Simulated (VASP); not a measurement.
# Ge (Fd-3m) in VASP: electric field gradients with PBEsol

Aim: the electric field gradients of Ge with PBEsol.

All numbers are computed with VASP 6.6.1; they aren't measurements. Logs are shortened: lines on timing, memory, paths and dates and some standing lists are left out, and cuts for length are marked.

**What was measured.**

From “Temperature-dependent photoluminescence in Ge: experiment and theory”, 2020, arxiv:2003.00143, for a bulk crystal of Ge at 0 K: band gap 0.744 eV (indirect).

How close the calculation comes is told below.

## Step 1: The cell of the first run

Symmetry: Fd-3m, No. 227, cubic system. Conventional cell: a = 5.658 Å, b = 5.658 Å, c = 5.658 Å, α = 90.00°, β = 90.00°, γ = 90.00°. Within 3.2 Å of Ge (site symmetry -43m) lie 4 Ge at 2.45 Å.

## Step 2: Electric field gradients, PBEsol

The input, INCAR:

```
PREC = Accurate
ENCUT = 520
EDIFF = 1E-8
ISMEAR = -1
SIGMA = 0.05
LREAL = Auto
LASPH = True
NELM = 60
ALGO = Normal
ISIF = 2
LWAVE = False
LCHARG = False
GGA = PS
LEFG = True
NBANDS = 126
KPAR = 4
```

The input, KPOINTS:

```
regular mesh
0
Gamma
  8 8 8
```

The input, POSCAR:

```
Ge
1.0
    0.0000000000      5.6578200000      5.6578200000
    5.6578200000      0.0000000000      5.6578200000
    5.6578200000      5.6578200000      0.0000000000
Ge
16
Direct
    0.0000000000      0.0000000000      0.0000000000
    0.0000000000      0.0000000000      0.5000000000
    0.0000000000      0.5000000000      0.0000000000
    0.0000000000      0.5000000000      0.5000000000
    0.5000000000      0.0000000000      0.0000000000
    0.5000000000      0.0000000000      0.5000000000
    0.5000000000      0.5000000000      0.0000000000
    0.5000000000      0.5000000000      0.5000000000
    0.1250000000      0.1250000000      0.1250000000
    0.1250000000      0.1250000000      0.6250000000
    0.1250000000      0.6250000000      0.1250000000
    0.1250000000      0.6250000000      0.6250000000
    0.6250000000      0.1250000000      0.1250000000
    0.6250000000      0.1250000000      0.6250000000
    0.6250000000      0.6250000000      0.1250000000
    0.6250000000      0.6250000000      0.6250000000
```

Potentials or basis: VASP PAW PBE potentials, release 64 (Ge_d).

Launch:

```console
$ cat potpaw_PBE.64/Ge_d/POTCAR > POTCAR
$ mpirun -np 4 vasp_std > vasp.out
```

OUTCAR:

```text
PREC = Accurate
   ENCUT = 520
   EDIFF = 1E-8
   ISMEAR = -1
   LREAL = Auto
   LASPH = True
   NELM = 60
   ISIF = 2
   GGA = PS

 ion  position               nearest neighbor table
   1  0.000  0.000  0.000-   9 2.45  10 2.45  11 2.45  13 2.45
   2  0.000  0.000  0.500-   9 2.45  10 2.45  12 2.45  14 2.45
   3  0.000  0.500  0.000-   9 2.45  11 2.45  12 2.45  15 2.45
   4  0.000  0.500  0.500-  10 2.45  11 2.45  12 2.45  16 2.45
   5  0.500  0.000  0.000-   9 2.45  13 2.45  14 2.45  15 2.45
   6  0.500  0.000  0.500-  10 2.45  13 2.45  14 2.45  16 2.45
[... 8 lines left out ...]
  15  0.625  0.625  0.125-   3 2.45   5 2.45   7 2.45   8 2.45
  16  0.625  0.625  0.625-   4 2.45   6 2.45   7 2.45   8 2.45
[... 6 lines left out ...]
 A1 = (   0.0000000000,   5.6578200000,   5.6578200000)
 A2 = (   5.6578200000,   0.0000000000,   5.6578200000)
 A3 = (   5.6578200000,   5.6578200000,   0.0000000000)

Analysis of symmetry for initial positions (statically):
=====================================================================
 Subroutine PRICEL returns following result:

  LATTYP: Found a face centered cubic cell.
 ALAT       =     5.6578200000

  Lattice vectors:

 A1 = (   0.0000000000,   2.8289100000,   2.8289100000)
 A2 = (   2.8289100000,   0.0000000000,   2.8289100000)
 A3 = (   2.8289100000,   2.8289100000,   0.0000000000)

   8 primitive cells build up your supercell.

 Routine SETGRP: Setting up the symmetry group for a
 face centered cubic supercell.

 Subroutine GETGRP returns: Found 48 space group operations
 (whereof 24 operations were pure point group operations)
 out of a pool of 48 trial point group operations.

The static configuration has the point symmetry T_d .
 The point group associated with its full space group is O_h .

Analysis of symmetry for dynamics (positions and initial velocities):
=====================================================================
 Subroutine PRICEL returns following result:

  LATTYP: Found a face centered cubic cell.
 ALAT       =     5.6578200000

  Lattice vectors:

 A1 = (   0.0000000000,   2.8289100000,   2.8289100000)
 A2 = (   2.8289100000,   0.0000000000,   2.8289100000)
 A3 = (   2.8289100000,   2.8289100000,   0.0000000000)

   8 primitive cells build up your supercell.

 Routine SETGRP: Setting up the symmetry group for a
 face centered cubic supercell.

 Subroutine GETGRP returns: Found 48 space group operations
 (whereof 24 operations were pure point group operations)
 out of a pool of 48 trial point group operations.

The dynamic configuration has the point symmetry T_d .
 The point group associated with its full space group is O_h .

 Subroutine INISYM returns: Found 48 space group operations
 (whereof 24 operations are pure point group operations),
 and found     8 'primitive' translations

----------------------------------------------------------------------------------------

                                     Primitive cell

  volume of cell :      45.2780

  direct lattice vectors                    reciprocal lattice vectors
     0.000000000  2.828910000  2.828910000    -0.176746521  0.176746521  0.176746521
     2.828910000  0.000000000  2.828910000     0.176746521 -0.176746521  0.176746521
     2.828910000  2.828910000  0.000000000     0.176746521  0.176746521 -0.176746521

  length of vectors
     4.000682889  4.000682889  4.000682889     0.306133954  0.306133954  0.306133954

  position of ions in fractional coordinates (direct lattice)
     0.000000000  0.000000000  0.000000000
     0.250000000  0.250000000  0.250000000

  ion indices of the primitive-cell ions
   primitive index   ion index
                 1           1
                 2           9

----------------------------------------------------------------------------------------

 KPOINTS: regular mesh

[... 70 lines left out ...]
   NSW    =      0    number of steps for IOM
   IBRION =     -1    ionic relax: 0-MD 1-quasi-New 2-CG
   NFREE  =      0    steps in history (QN), initial steepest desc. (CG)
   ISIF   =      2    stress and relaxation
   ISYM   =      2    0-nonsym 1-usesym 2-fastsym
   POTIM  = 0.5000    time-step for ionic-motion
   TEBEG  =    0.0;   TEEND  =   0.0 temperature during run
   PSTRESS=    0.0 pullay stress
   NELECT =     224.0000    total number of electrons
   NUPDOWN=      -1.0000    fix difference up-down
   EMIN   =  10.00;   EMAX   =-10.00  energy-range for DOS
   EFERMI =   0.00;   METHOD = LEGACY
   ISMEAR =    -1;   SIGMA  =   0.05  broadening in eV -4-tet -1-fermi 0-gaus
   EFERMI_NEDOS =   21; number of points for ismear=-14 and -15
   IALGO  =     38    algorithm
   IMIX   =      4    mixing-type and parameters
     AMIX     =   0.40;   BMIX     =  1.00
     AMIX_MAG =   1.60;   BMIX_MAG =  1.00
  volume/ion in A,a.u.               =      22.64       152.78
  Fermi-wavevector in a.u.,A,eV,Ry     =   1.394756  2.635708 26.468033  1.945346
  Thomas-Fermi vector in A             =   2.518275
   LORBIT       =      0    0 simple, 1 ext, 2 COOP (PROOUT), +10 PAW based schemes
   GGA     = PS    functional components
   LHFCALC =     F    Hartree Fock is set to
   AEXX    =    0.0000 exact exchange contribution
   IVDW    =     0    specifies the selected vdW correction
   LEPSILON=     F    determine dielectric tensor
   LRPA    =     F    only Hartree local field effects (RPA)
 non-spin polarized calculation
  energy-cutoff  :      520.00
  volume of cell :      362.22
 maximum number of plane-waves:      9781
   NGX = 29   NGY = 29   NGZ = 29

 number of electron     224.0000175 magnetization

 Free energy of the ion-electron system (eV)
  ---------------------------------------------------
  ext. energy  EPLUGINS =         0.00000000
  ---------------------------------------------------
  free energy    TOTEN  =       -79.00101521 eV

  energy without entropy =      -78.99826241  energy(sigma->0) =      -78.99963881

 E-fermi :   4.9082     XC(G=0): -10.1289

 val. band max:        4.8606245755   @ k =   0.0000   0.0000   0.0000
 cond. band min:       4.9835298882   @ k =   0.0000   0.0000   0.0000
 fundamental gap:      0.1229053127
 Fermi energy:         4.9081785001

 k-point     1 :       0.0000    0.0000    0.0000
  band No.  band energies     occupation
      1     -19.9365      2.00000
      2     -19.9365      2.00000
      3     -19.9365      2.00000
      4     -19.9365      2.00000
      5     -19.9365      2.00000
      6     -19.9365      2.00000
[... 3037 lines left out ...]
    123       8.2107      0.00000
    124       8.2107      0.00000

 [... further k-points ...]

 [bands above 124 left out]

------------------------ aborting loop because EDIFF is reached ----------------------------------------

  FORCE on cell =-STRESS in cart. coord.  units (eV):
  Direction    XX          YY          ZZ          XY          YZ          ZX
  --------------------------------------------------------------------------------------
  -------------------------------------------------------------------------------------
  Total        1.2834448      1.2834448      1.2834448      0.0000000     -0.0000000      0.0000000
  in kB        5.6768889      5.6768889      5.6768889      0.0000000     -0.0000000      0.0000000
  external PRESSURE =       5.6768889 kB  Pullay stress =       0.0000000 kB

 VOLUME and BASIS-vectors are now :
 -----------------------------------------------------------------------------
  energy-cutoff  :      520.00
  volume of cell :      362.22
      direct lattice vectors                 reciprocal lattice vectors
     0.000000000  5.657820000  5.657820000    -0.088373260  0.088373260  0.088373260
     5.657820000  0.000000000  5.657820000     0.088373260 -0.088373260  0.088373260
     5.657820000  5.657820000  0.000000000     0.088373260  0.088373260 -0.088373260

 POSITION                                       TOTAL-FORCE (eV/Angst)
 -----------------------------------------------------------------------------------
      0.00000      0.00000      0.00000         0.000000     -0.000000     -0.000000
      2.82891      2.82891      0.00000         0.000000     -0.000000     -0.000000
      2.82891      0.00000      2.82891         0.000000      0.000000     -0.000000
      5.65782      2.82891      2.82891        -0.000000     -0.000000     -0.000000
      0.00000      2.82891      2.82891         0.000000     -0.000000     -0.000000
      2.82891      5.65782      2.82891        -0.000000     -0.000000     -0.000000
[... 8 lines left out ...]
      4.24336      4.24336      7.07228        -0.000000      0.000000      0.000000
      7.07228      7.07228      7.07228        -0.000000     -0.000000      0.000000
 -----------------------------------------------------------------------------------
    total drift:                                0.000000      0.000000      0.000000

  FREE ENERGIE OF THE ION-ELECTRON SYSTEM (eV)
  ---------------------------------------------------
  free  energy   TOTEN  =       -79.0010152110 eV

  energy  without entropy=      -78.9982624064  energy(sigma->0) =      -78.99963881

 Electric field gradients (V/A^2)
---------------------------------------------------------------------
 ion       V_xx      V_yy      V_zz      V_xy      V_xz      V_yz
---------------------------------------------------------------------
   1      -0.000    -0.000    -0.000     0.004     0.004     0.004
   2      -0.000    -0.000    -0.000     0.004     0.004     0.004
   3      -0.000    -0.000    -0.000     0.004     0.004     0.004
   4       0.000    -0.000    -0.000     0.004     0.004     0.004
   5       0.000    -0.000    -0.000     0.004     0.004     0.004
   6       0.000    -0.000    -0.000     0.004     0.004     0.004
[... 8 lines left out ...]
  15       0.000    -0.000    -0.000     0.004     0.004     0.004
  16      -0.000    -0.000    -0.000     0.004     0.004     0.004
---------------------------------------------------------------------

 Electric field gradients after diagonalization (V/A^2)
 (convention: |V_zz| > |V_xx| > |V_yy|)
----------------------------------------------------------------------
 ion       V_xx      V_yy      V_zz     asymmetry (V_yy - V_xx)/ V_zz
----------------------------------------------------------------------
   1      -0.004    -0.004     0.007       0.000
   2      -0.004    -0.004     0.007       0.000
   3      -0.004    -0.004     0.007       0.000
   4      -0.004    -0.004     0.007       0.000
   5      -0.004    -0.004     0.007       0.000
   6      -0.004    -0.004     0.007       0.000
[... 8 lines left out ...]
  15      -0.004    -0.004     0.007       0.000
  16      -0.004    -0.004     0.007       0.000
----------------------------------------------------------------------

           NMR quadrupolar parameters

 Cq : quadrupolar parameter    Cq=e*Q*V_zz/h
 eta: asymmetry parameters     (V_yy - V_xx)/ V_zz
 Q  : nuclear electric quadrupole moment in mb (millibarn)
----------------------------------------------------------------------
 ion       Cq(MHz)       eta       Q (mb)
----------------------------------------------------------------------
   1       0.000       0.000       1.000
   2       0.000       0.000       1.000
   3       0.000       0.000       1.000
   4       0.000       0.000       1.000
   5       0.000       0.000       1.000
   6       0.000       0.000       1.000
[... 8 lines left out ...]
  15       0.000       0.000       1.000
  16       0.000       0.000       1.000
----------------------------------------------------------------------
```

Wall time 11 min (4 MPI ranks of Intel Xeon Platinum 8488C (Sapphire Rapids), shared host); peak memory 0.99 GiB.

Results:

| Item | Value |
| --- | --- |
| Free energy | -79.0010 eV |
| Pressure | 0.6 GPa |
| Band gap on the k mesh | zero (filled and empty bands touch) |
| Largest electric field gradient by atom | under 0.05 V/Å² on every atom |

Levels at points of the mesh, in eV from the Fermi level:
```
           k point  band 108  band 109  band 110  band 111  band 112  band 113  band 114  band 115  band 116  band 117
(0.00, 0.00, 0.00)     -1.46     -1.46     -0.05     -0.05     -0.05     -0.05      0.08      0.08      0.08      0.08
(0.50, 0.00, 0.00)     -2.46     -0.93     -0.93     -0.93     -0.93      0.57      0.57      1.30      1.30      1.30
(0.50, 0.50, 0.00)     -2.10     -1.56     -1.56     -1.56     -1.56      0.90      0.90      1.87      1.87      1.87
```

Caveat: semilocal functionals underestimate gaps, and a narrow one can read as zero; the PAW data sets were made with another functional, which shifts forces and pressure a little.

## Step 3: Against experiment

Step 2. Against the measured gap of Ge, 0.744 eV (indirect; 0 K; “Temperature-dependent photoluminescence in Ge: experiment and theory”, 2020, arxiv:2003.00143), the calculated 0.00 eV is off by -0.74 eV. 3 values of this kind are on record (0.666 to 0.807 eV); this one was drawn at random among those near their median. Spin-orbit coupling on Ge is left out. The value is that of PBEsol on a finite k mesh, which can miss the band edges, without temperature or zero-point motion. Semilocal functionals fall short of measured gaps as a rule.

The gap in the log of VASP goes by the Fermi energy; the results here count the filled bands.